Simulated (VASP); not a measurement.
Wanted: the native input for a VASP 6.6.1 run.

* Task: single point
* Functional: RPBE
* Dispersion: D3(BJ)
* Potentials or basis: VASP PAW PBE potentials, release 64 (Al)
* Cutoff: 500 eV
* k mesh: 2 × 2 × 2
* Occupations: gaussian, width 0.1 eV
* Spin: collinear spin, ferromagnetic start
* Starting moments: [1.2] μB
* Fixed moment: 2 μB
* Dipole correction: no
* Further INCAR settings: ALGO = Normal; EDIFF = 1e-06; NBANDS = 12

The structure of Al lies in POSCAR:

```
Al
1.0
   -1.5912186900      1.5912186900      1.5912186900
    1.5912186900     -1.5912186900      1.5912186900
    1.5912186900      1.5912186900     -1.5912186900
Al
1
Direct
    0.0000000000      0.0000000000      0.0000000000
```

One way to write it, as run:

INCAR

```
PREC = Accurate
ENCUT = 500
EDIFF = 1E-6
ISMEAR = 0
SIGMA = 0.1
LREAL = False
LASPH = True
NELM = 200
ALGO = Normal
ISIF = 2
LWAVE = False
LCHARG = False
ISPIN = 2
MAGMOM = 1.2
LORBIT = 11
NUPDOWN = 2.0
GGA = RP
IVDW = 12
NBANDS = 12
GGA_COMPAT = False
```

KPOINTS

```
Automatic mesh
0
Gamma
  2 2 2
```

Potentials or basis: VASP PAW PBE potentials, release 64 (Al).

Command:

```console
$ cat potpaw_PBE.64/Al/POTCAR > POTCAR
$ mpirun -np 1 vasp_std > vasp.out
```

It gave:

| Property | Result |
| --- | --- |
| Pressure | 14.1 GPa |
| Net moment | 2.00 μB per cell |
| Site moments | Al +0.52 μB |
| Valence electrons inside the program's atomic spheres | Al 0.76 |
| Dispersion energy per atom | -1.819 eV |

Caveat: the k points lie up to 1.40 Å⁻¹ apart; the PAW data sets were made with another functional, which shifts forces and pressure a little; the total moment is fixed, so each spin has its own Fermi level.

Run time: 5.4 s on 1 thread of Intel Xeon 8259CL, with other jobs on the host, peak memory 0.13 GiB.
